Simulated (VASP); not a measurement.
Set up this calculation in VASP 6.6.1, as the native input.

```yaml
Task: single point
Functional: LDA
Potentials_or_basis: VASP PAW LDA potentials, release 64 (Nb_sv)
Cutoff: 520 eV
k_mesh: 14 × 14 × 14
Occupations: fermi-dirac, width 0.05 eV
Spin: no spin polarisation
Dipole_correction: no
Further_INCAR_settings: ALGO = Normal; EDIFF = 1e-06; NBANDS = 12
```

The structure of Nb lies in POSCAR:

```
Nb
1.0
    2.2437294291      0.0000000000      0.0000000000
    0.0000000000      2.2437294291      0.0000000000
    0.0000000000      0.0000000000      2.2437294291
Nb
1
Direct
    0.0000000000      0.0000000000      0.0000000000
```

This cell differs from its parent crystal: volume scaled by 0.6.

These files were run (other wordings do the same):

INCAR

```
SYSTEM = Nb
  ALGO = Normal
  EDIFF = 1E-6
  ENCUT = 520
  ISIF = 2
  ISMEAR = -1
  LASPH = .TRUE.
  LCHARG = .FALSE.
  LREAL = .FALSE.
  LWAVE = .FALSE.
  NBANDS = 12
  NELM = 80
  PREC = Accurate
  SIGMA = 0.05
```

KPOINTS

```
k-points
0
G
  14 14 14
  0 0 0
```

Potentials or basis: VASP PAW LDA potentials, release 64 (Nb_sv).

Launch:

```bash
$ cat potpaw_LDA.64/Nb_sv/POTCAR > POTCAR
$ mpirun -np 1 vasp_std > vasp.out
```

Results of the run:

| Item | Value |
| --- | --- |
| Pressure | 213.8 GPa |

Run time: 21 s on 1 thread of AMD EPYC 7R43 64-Core Processor (Zen 3), on a shared host, peak memory 0.09 GiB.
